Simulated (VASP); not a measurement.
# PbS (P6_3mc) in VASP: relaxation of cell and atoms with PBE

Aim: the relaxation of cell and atoms of PbS with PBE.

Everything below comes from runs of VASP 6.6.1. Logs are shortened: lines on timing, memory, paths and dates and some standing lists are left out, and cuts for length are marked.

### Step 1. The cell of the first run

Symmetry: P6_3mc, No. 186, hexagonal system. Conventional cell: a = 4.503 Å, b = 4.503 Å, c = 7.409 Å, α = 90.00°, β = 90.00°, γ = 120.00°. Within 3.6 Å of Pb (site symmetry 3m) lie 4 S at 2.76 Å. S (site symmetry 3m) has 4 Pb at 2.76 Å within 3.6 Å.

### Step 2. Relaxation of cell and atoms, PBE

INCAR reads:

```
SYSTEM = PbS
PREC     = Accurate       ! precision mode
ENCUT    = 600            ! plane-wave cutoff, eV
EDIFF    = 1E-7           ! SCF threshold, eV
ISMEAR   = 0              ! smearing method
SIGMA    = 0.1            ! smearing width, eV
LREAL    = .False.        ! projectors in reciprocal space
LASPH    = .True.         ! aspherical terms in the spheres
NELM     = 100            ! most SCF steps
ALGO     = Normal         ! electronic algorithm
ISIF     = 3              ! what is computed and relaxed
LWAVE    = .False.        ! write WAVECAR
LCHARG   = .False.        ! write CHGCAR
GGA      = PE             ! functional
IBRION   = 2              ! ionic algorithm
NSW      = 90             ! ionic steps
EDIFFG   = -0.04          ! ionic threshold
```

KPOINTS reads:

```
regular mesh
0
Gamma
  6 6 4
  0 0 0
```

POSCAR reads:

```
PbS
1.0
    4.5030000000      0.0000000000      0.0000000000
   -2.2515000000      3.8997123900      0.0000000000
    0.0000000000      0.0000000000      7.4088481300
Pb S
2 2
Direct
    0.3333333300      0.6666666700      0.3731349300
    0.6666666700      0.3333333300      0.8731349300
    0.3333333300      0.6666666700      0.0000000000
    0.6666666700      0.3333333300      0.5000000000
```

Potentials or basis: VASP PAW PBE potentials, release 64 (Pb_d, S).

On the command line:

```sh
$ cat potpaw_PBE.64/Pb_d/POTCAR potpaw_PBE.64/S/POTCAR > POTCAR
$ mpirun -np 1 vasp_std > vasp.out
```

OUTCAR:

```text
SYSTEM = PbS
   PREC = Accurate
   ENCUT = 600
   EDIFF = 1E-7
   ISMEAR = 0
   LREAL = .False.
   LASPH = .True.
   NELM = 100
   ISIF = 3
   GGA = PE
   IBRION = 2
   NSW = 90
   EDIFFG = -0.04

 ion  position               nearest neighbor table
   1  0.333  0.667  0.373-   4 2.76   4 2.76   3 2.76   4 2.76
   2  0.667  0.333  0.873-   3 2.76   3 2.76   4 2.76   3 2.76
   3  0.333  0.667  0.000-   2 2.76   2 2.76   1 2.76   2 2.76
   4  0.667  0.333  0.500-   1 2.76   1 2.76   2 2.76   1 2.76

  LATTYP: Found a hexagonal cell.
 ALAT       =     4.5030000000
 C/A-ratio  =     1.6453138197

  Lattice vectors:

 A1 = (   4.5030000000,   0.0000000000,   0.0000000000)
 A2 = (  -2.2515000000,   3.8997123900,   0.0000000000)
 A3 = (   0.0000000000,   0.0000000000,   7.4088481300)

Analysis of symmetry for initial positions (statically):
=====================================================================
 Subroutine PRICEL returns:
 Original cell was already a primitive cell.

 Routine SETGRP: Setting up the symmetry group for a
 hexagonal supercell.

 Subroutine GETGRP returns: Found 12 space group operations
 (whereof  6 operations were pure point group operations)
 out of a pool of 24 trial point group operations.

The static configuration has the point symmetry C_3v.
 The point group associated with its full space group is C_6v.

Analysis of symmetry for dynamics (positions and initial velocities):
=====================================================================
 Subroutine PRICEL returns:
 Original cell was already a primitive cell.

 Routine SETGRP: Setting up the symmetry group for a
 hexagonal supercell.

 Subroutine GETGRP returns: Found 12 space group operations
 (whereof  6 operations were pure point group operations)
 out of a pool of 24 trial point group operations.

The dynamic configuration has the point symmetry C_3v.
 The point group associated with its full space group is C_6v.

 Subroutine INISYM returns: Found 12 space group operations
 (whereof  6 operations are pure point group operations),
 and found     1 'primitive' translations

----------------------------------------------------------------------------------------

                                     Primitive cell

  volume of cell :     130.1024

  direct lattice vectors                    reciprocal lattice vectors
     4.503000000  0.000000000  0.000000000     0.222074173  0.128214584  0.000000000
    -2.251500000  3.899712390  0.000000000     0.000000000  0.256429167  0.000000000
     0.000000000  0.000000000  7.408848130     0.000000000  0.000000000  0.134973748

  length of vectors
     4.503000000  4.502999997  7.408848130     0.256429167  0.256429167  0.134973748

  position of ions in fractional coordinates (direct lattice)
     0.333333330  0.666666670  0.373134930
     0.666666670  0.333333330  0.873134930
     0.333333330  0.666666670  0.000000000
     0.666666670  0.333333330  0.500000000

  ion indices of the primitive-cell ions
   primitive index   ion index
                 1           1
                 2           2
                 3           3
                 4           4

----------------------------------------------------------------------------------------

 KPOINTS: regular mesh

Automatic generation of k-mesh.
 Grid dimensions read from file:
 generate k-points for:    6    6    4

 Generating k-lattice:

  Cartesian coordinates                     Fractional coordinates (reciprocal lattice)
     0.037012362  0.021369097  0.000000000     0.166666667  0.000000000  0.000000000
     0.000000000  0.042738195  0.000000000     0.000000000  0.166666667  0.000000000
     0.000000000  0.000000000  0.033743437     0.000000000  0.000000000  0.250000000

  Length of vectors
     0.042738194  0.042738195  0.033743437

  Shift w.r.t. Gamma in fractional coordinates (k-lattice)
     0.000000000  0.000000000  0.000000000

 Subroutine IBZKPT returns following result:
 ===========================================

 Found     21 irreducible k-points:

 Following reciprocal coordinates:
            Coordinates               Weight
  0.000000  0.000000  0.000000      1.000000
  0.166667  0.000000  0.000000      6.000000
  0.333333  0.000000  0.000000      6.000000
  0.500000  0.000000  0.000000      3.000000
  0.166667  0.166667  0.000000      6.000000
  0.333333  0.166667  0.000000     12.000000
[... 13 lines left out ...]
  0.333333  0.166667  0.500000     12.000000
  0.333333  0.333333  0.500000      2.000000
   k-points           NKPTS =     21   k-points in BZ     NKDIM =     21   number of bands    NBANDS=     24
   number of dos      NEDOS =    301   number of ions     NIONS =      4
   total plane-waves  NPLWV =  77760
   dimension x,y,z NGX =    36 NGY =   36 NGZ =   60
   dimension x,y,z NGXF=    72 NGYF=   72 NGZF=  120
   ions per type =               2   2
   NGX,Y,Z   is equivalent  to a cutoff of  13.29, 13.29, 13.46 a.u.
   NGXF,Y,Z  is equivalent  to a cutoff of  26.58, 26.58, 26.93 a.u.
 SYSTEM =  PbS
   PREC   = accura    normal or accurate (medium, high low for compatibility)
   ISTART =      0    job   : 0-new  1-cont  2-samecut
   ICHARG =      2    charge: 1-file 2-atom 10-const
   ISPIN  =      1    spin polarized calculation?
   LNONCOLLINEAR =      F non collinear calculations
   LSORBIT =      F    spin-orbit coupling
   LASPH  =      T    aspherical Exc in radial PAW
   ENCUT  =  600.0 eV  44.10 Ry    6.64 a.u.   8.99  8.99 14.80*2*pi/ulx,y,z
   NELM   =    100;   NELMIN=  2; NELMDL= -5     # of ELM steps
   EDIFF  = 0.1E-06   stopping-criterion for ELM
   LREAL  =      F    real-space projection
   EDIFFG = -.4E-01   stopping-criterion for IOM
   NSW    =     90    number of steps for IOM
   IBRION =      2    ionic relax: 0-MD 1-quasi-New 2-CG
   NFREE  =      1    steps in history (QN), initial steepest desc. (CG)
   ISIF   =      3    stress and relaxation
   ISYM   =      2    0-nonsym 1-usesym 2-fastsym
   POTIM  = 0.5000    time-step for ionic-motion
   TEBEG  =    0.0;   TEEND  =   0.0 temperature during run
   PSTRESS=    0.0 pullay stress
   NELECT =      40.0000    total number of electrons
   NUPDOWN=      -1.0000    fix difference up-down
   EMIN   =  10.00;   EMAX   =-10.00  energy-range for DOS
   EFERMI =   0.00;   METHOD = LEGACY
   ISMEAR =     0;   SIGMA  =   0.10  broadening in eV -4-tet -1-fermi 0-gaus
   EFERMI_NEDOS =   21; number of points for ismear=-14 and -15
   IALGO  =     38    algorithm
   IMIX   =      4    mixing-type and parameters
     AMIX     =   0.40;   BMIX     =  1.00
     AMIX_MAG =   1.60;   BMIX_MAG =  1.00
  volume/ion in A,a.u.               =      32.53       219.49
  Fermi-wavevector in a.u.,A,eV,Ry     =   1.104926  2.088007 16.610821  1.220861
  Thomas-Fermi vector in A             =   2.241406
   LORBIT       =      0    0 simple, 1 ext, 2 COOP (PROOUT), +10 PAW based schemes
   GGA     = PE    functional components
   LHFCALC =     F    Hartree Fock is set to
   AEXX    =    0.0000 exact exchange contribution
   IVDW    =     0    specifies the selected vdW correction
   LEPSILON=     F    determine dielectric tensor
   LRPA    =     F    only Hartree local field effects (RPA)
 conjugate gradient relaxation of ions
 non-spin polarized calculation
 Gauss-broadening in eV      SIGMA  =   0.10
  energy-cutoff  :      600.00
  volume of cell :      130.10
 maximum number of plane-waves:      4377
 NGX is ok and might be reduce to    36
   NGX = 17   NGY = 17   NGZ = 29

--------------------------------------- Ionic step        1  -------------------------------------------

 number of electron      40.0000009 magnetization

 Free energy of the ion-electron system (eV)
  ---------------------------------------------------
  ext. energy  EPLUGINS =         0.00000000
  ---------------------------------------------------
  free energy    TOTEN  =       -16.76260932 eV

  energy without entropy =      -16.76260932  energy(sigma->0) =      -16.76260932

------------------------ aborting loop because EDIFF is reached ----------------------------------------

  FORCE on cell =-STRESS in cart. coord.  units (eV):
  Direction    XX          YY          ZZ          XY          YZ          ZX
  --------------------------------------------------------------------------------------
  -------------------------------------------------------------------------------------
  Total        4.1676030      4.1676030      3.5559820      0.0000000      0.0000000     -0.0000000
  in kB       51.3229610     51.3229609     43.7910055      0.0000000      0.0000000     -0.0000000
  external PRESSURE =      48.8123091 kB  Pullay stress =       0.0000000 kB
[... 95 lines left out ...]
  FREE ENERGIE OF THE ION-ELECTRON SYSTEM (eV)
  ---------------------------------------------------
  free  energy   TOTEN  =       -16.9729625080 eV

  energy  without entropy=      -16.9729625080  energy(sigma->0) =      -16.97296251

[... ionic steps 4 to 28 ...]

--------------------------------------- Ionic step       29  -------------------------------------------

 number of electron      40.0000007 magnetization

------------------------ aborting loop because EDIFF is reached ----------------------------------------

  FORCE on cell =-STRESS in cart. coord.  units (eV):
  Direction    XX          YY          ZZ          XY          YZ          ZX
  --------------------------------------------------------------------------------------
  -------------------------------------------------------------------------------------
  Total       -0.1823782     -0.1823782     -0.2713260      0.0000000      0.0000000     -0.0000000
  in kB       -2.1825231     -2.1825231     -3.2469625      0.0000000      0.0000000     -0.0000000
  external PRESSURE =      -2.5373362 kB  Pullay stress =       0.0000000 kB
[... 61 lines left out ...]
  energy  without entropy=      -17.2227000968  energy(sigma->0) =      -17.22270010

--------------------------------------- Ionic step       31  -------------------------------------------

 number of electron      40.0000006 magnetization

 Free energy of the ion-electron system (eV)
  ---------------------------------------------------
  ext. energy  EPLUGINS =         0.00000000
  ---------------------------------------------------
  free energy    TOTEN  =       -17.22274127 eV

  energy without entropy =      -17.22274127  energy(sigma->0) =      -17.22274127

 E-fermi :   3.9237     XC(G=0):  -8.2985

 val. band max:        3.4311310329   @ k =   0.3333   0.3333   0.5000
 cond. band min:       4.9701619052   @ k =   0.3333   0.3333   0.5000
 fundamental gap:      1.5390308724
 Fermi energy:         3.9236665520

 k-point     1 :       0.0000    0.0000    0.0000
  band No.  band energies     occupation
      1     -13.2423      2.00000
      2     -13.1601      2.00000
      3     -13.1601      2.00000
      4     -13.1575      2.00000
      5     -13.1575      2.00000
      6     -13.1536      2.00000
[... 587 lines left out ...]
  FREE ENERGIE OF THE ION-ELECTRON SYSTEM (eV)
  ---------------------------------------------------
  free  energy   TOTEN  =       -17.2227412701 eV

  energy  without entropy=      -17.2227412701  energy(sigma->0) =      -17.22274127

 reached required accuracy - stopping structural energy minimisation
```

Wall time 15 min (1 thread of AMD EPYC 9R45 (Zen 5), shared host); peak memory 0.28 GiB.

What came out:

| Quantity | Value |
| --- | --- |
| Free energy | -17.2227 eV |
| Relaxed volume | 33.17 Å³/atom |
| Relaxed cell | a = 5.013 Å, b = 5.013 Å, c = 6.095 Å, α = 90.00°, β = 90.00°, γ = 120.00° |
| Space group after relaxing (to 0.1 Å) | P6_3mc (No. 186) |
| Energy gained by relaxing | 115.0 meV/atom |
| Ionic steps | 31 |
| Pressure after relaxing | 0.1 GPa |
| Largest force after relaxing | 0.020 eV/Å |
| Band gap on the k mesh | 1.54 eV |

Forces in eV/Å, atoms in the order of the input:
```
Pb   0.000  0.000  0.020
Pb   0.000  0.000  0.020
S    0.000  0.000 -0.020
S    0.000  0.000 -0.020
```

Stress tensor (GPa, compression positive):
```
 0.17  0.00  0.00
 0.00  0.17  0.00
 0.00  0.00 -0.17
```

Step by step:
| step | energy change (eV) | largest force (eV/Å) | pressure (GPa) | volume (Å³) |
| --- | --- | --- | --- | --- |
| 1 | 0.0000 | 0.0185 | 4.88 | 130.10 |
| 2 | -0.1958 | 0.0340 | -1.03 | 149.66 |
| 3 | -0.2104 | 0.0288 | 0.00 | 145.12 |
| 4 | -0.2103 | 0.0293 | -0.07 | 145.43 |
| 5 | -0.2123 | 0.0433 | -0.07 | 145.42 |
| 6 | -0.2179 | 0.0893 | -0.06 | 145.38 |
| 7 | -0.2270 | 0.1994 | -0.01 | 145.22 |
| 8 | -0.2245 | 0.5099 | 0.25 | 144.56 |
| 9 | -0.2301 | 0.3117 | 0.06 | 145.01 |
| 10 | -0.2309 | 0.3138 | 0.06 | 145.02 |
| 11 | -0.2335 | 0.3214 | 0.04 | 145.05 |
| 12 | -0.2385 | 0.3379 | 0.00 | 145.09 |
| 13 | -0.2481 | 0.3758 | -0.07 | 145.15 |
| 14 | -0.2629 | 0.4703 | -0.20 | 145.10 |
| 15 | -0.2444 | 0.7358 | -0.20 | 144.41 |
| 16 | -0.2619 | 0.5563 | -0.21 | 144.99 |
| 17 | -0.2689 | 0.5450 | -0.28 | 144.96 |
| 18 | -0.2873 | 0.5160 | -0.49 | 144.83 |
| 19 | -0.3078 | 0.4743 | -0.83 | 144.43 |
| 20 | -0.3318 | 0.4093 | -0.83 | 143.56 |
| 21 | -0.3873 | 0.2444 | -0.76 | 140.99 |
| 22 | -0.4344 | 0.0320 | -0.22 | 135.94 |
| 23 | -0.4352 | 0.0148 | -0.11 | 135.28 |
| 24 | -0.4422 | 0.0360 | 0.07 | 134.31 |
| 25 | -0.4502 | 0.0838 | 0.56 | 132.06 |
| 26 | -0.4561 | 0.0693 | 0.14 | 133.06 |
| 27 | -0.4565 | 0.0644 | 0.00 | 133.42 |
| 28 | -0.4584 | 0.0398 | -0.14 | 133.67 |
| 29 | -0.4589 | 0.0212 | -0.25 | 133.88 |
| 30 | -0.4601 | 0.0202 | 0.00 | 132.88 |
| 31 | -0.4601 | 0.0199 | 0.06 | 132.66 |

Final structure:
```cif
data_structure
_symmetry_space_group_name_H-M 'P 1'
_symmetry_Int_Tables_number 1
_cell_length_a 5.0132
_cell_length_b 5.0132
_cell_length_c 6.0953
_cell_angle_alpha 90.000
_cell_angle_beta 90.000
_cell_angle_gamma 120.000
_cell_volume 132.66
loop_
_atom_site_label
_atom_site_type_symbol
_atom_site_fract_x
_atom_site_fract_y
_atom_site_fract_z
_atom_site_occupancy
Pb1 Pb 0.33333 0.66667 0.42318 1
Pb2 Pb 0.66667 0.33333 0.92318 1
S1 S 0.33333 0.66667 0.94996 1
S2 S 0.66667 0.33333 0.44996 1
```

Levels at points of the mesh, in eV from the valence-band top:
| k point | band 18 | band 19 | band 20 | band 21 | band 22 | band 23 |
| --- | --- | --- | --- | --- | --- | --- |
| (0.00, 0.00, 0.00) | -1.77 | -1.77 | -1.73 | 2.13 | 2.13 | 3.41 |
| (0.50, 0.00, 0.00) | -2.14 | -1.87 | -0.65 | 3.01 | 3.14 | 4.25 |
| (0.00, 0.00, 0.50) | -2.31 | -1.30 | -1.30 | 2.44 | 2.44 | 2.44 |
| (0.50, 0.00, 0.50) | -1.80 | -0.63 | -0.63 | 1.70 | 1.70 | 3.21 |

Caveat: a cell axis changed by over 15 % at a fixed basis, so the end point is rough; spin-orbit coupling is left out, which moves the levels of the heavy elements. A k mesh can miss the band edges.
